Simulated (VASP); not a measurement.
**BaTe: single point with PBE**

BaTe:

```
Ba Te
1.0
     5.97218    0.00000    0.00000
    -2.98609    5.17206    0.00000
     0.00000    0.00000    7.17878
Ba Te
2 2
Direct
  0.33333 0.66667 0.93750
  0.66667 0.33333 0.43750
  0.33333 0.66667 0.43750
  0.66667 0.33333 0.93750
```

This cell differs from its parent crystal: uniaxial z strain +2.5%.

* Program: VASP 6.6.1
* Task: single point
* Functional: PBE
* Potentials or basis: VASP PAW PBE potentials, release 64 (Ba_sv, Te)
* Cutoff: 520 eV
* k mesh: 6 × 6 × 4
* Occupations: fermi-dirac, width 0.02 eV
* Spin: no spin polarisation

```
Pressure               : -0.3 GPa
Band gap on the k mesh : 1.96 eV, indirect (least direct gap 2.20 eV)
```

Stress tensor (GPa, compression positive):
```
 0.03  0.00  0.00
 0.00  0.03  0.00
 0.00  0.00 -1.06
```

Levels at points of the mesh, in eV from the valence-band top:
| k point | band 13 | band 14 | band 15 | band 16 | band 17 | band 18 | band 19 | band 20 |
| --- | --- | --- | --- | --- | --- | --- | --- | --- |
| (0.00, 0.00, 0.00) | -0.96 | -0.88 | -0.88 | 0.00 | 2.33 | 2.82 | 2.82 | 3.49 |
| (0.50, 0.00, 0.00) | -0.77 | -0.76 | -0.53 | -0.35 | 2.40 | 2.80 | 2.96 | 3.74 |
| (0.00, 0.00, 0.50) | -1.01 | -1.01 | -1.01 | -1.01 | 3.18 | 3.18 | 4.14 | 4.14 |
| (0.50, 0.00, 0.50) | -0.83 | -0.83 | -0.66 | -0.66 | 3.11 | 3.11 | 3.81 | 3.81 |

It took 4.9 min on 1 thread of Oxide Virtual Turin-like Processor (shared host), peak memory 0.36 GiB.

Caveat: the cell differs from its parent crystal (uniaxial z strain +2.5%); spin-orbit coupling is left out, which moves the levels of the heavy elements. A k mesh can miss the band edges.
